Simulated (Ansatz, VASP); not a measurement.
One calculation of GaO2, two programs

```
CELL_PARAMETERS angstrom
1.31509 0.75927 5.09182
-1.31509 0.75927 5.09182
0.00000 -1.51853 5.09182
ATOMIC_POSITIONS crystal
Ga 0.00000 0.00000 0.00000
O 0.74840 0.74840 0.74840
O 0.58490 0.58490 0.58490
```

Alike in both runs: task relaxation of cell and atoms; functional PBE; k mesh 6 × 6 × 6; occupations gaussian, width 0.1 eV; collinear spin.

|  | VASP | Ansatz |
| --- | --- | --- |
| version | VASP 6.6.1 | Ansatz 0.2.0 |
| potentials or method | VASP PAW PBE potentials, release 64 (Ga_d, O), cutoff 600 eV | scalar-relativistic, plane waves, PAW |
| valence electrons in the cell | 25 | 25 |

|  | VASP | Ansatz | Ansatz less VASP |
| --- | --- | --- | --- |
| gap on the k mesh at the Fermi level, each at its own relaxed structure (eV) | 0.45 | 0.48 | +0.022 |
| net moment per atom (μB) | 0.33 | 0.33 | 0.000 |
| size of the moment on the site where the two differ most (μB) | 0.04 | 0.01 | -0.031 |
| relaxed volume (Å³/atom) | 13.30 | 13.45 | +0.151 |
| relaxed length of the cell vector where the two differ most in proportion (Å) | 5.415 | 5.488 | +0.0727 |

Site moments also hang on the region over which each program counts them.

The k mesh is coarse, so the values compare programs but aren't converged. Noted on VASP's run: the volume moved by over 15 % at a fixed basis, so the end points are rough.
